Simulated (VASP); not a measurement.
The system is TaMo4.

```xyz
5
Lattice="4.5922 0.0000 0.0000 0.0000 4.5922 0.0000 0.0000 0.0000 4.5922" Properties=species:S:1:pos:R:3 pbc="T T T"
Ta    0.0000    0.0000    0.0000
Mo    1.1481    1.1481    1.1481
Mo    3.4442    3.4442    1.1481
Mo    1.1481    3.4442    3.4442
Mo    3.4442    1.1481    3.4442
```

Base run:

| Item | Value |
| --- | --- |
| Program | VASP 6.6.1 |
| Functional | PBE |
| Potentials or basis | VASP PAW PBE potentials, release 64 (Ta_pv, Mo_sv) |
| Cutoff | 520 eV |
| k mesh | 4 × 4 × 4 |
| Occupations | gaussian, width 0.1 eV |
| Spin | no spin polarisation |

Its results: pressure 41.3 GPa.

Problem. The run is repeated on the same cell with these changes: potentials or basis from VASP PAW PBE potentials, release 64 (Ta_pv, Mo_sv) to VASP PAW PBE potentials, release 64 (Ta_sv_GW, Mo_sv); cutoff from 520 eV to 500 eV; valence electrons from 67 to 69. What comes out?

Solution. Pressure 39.8 GPa.
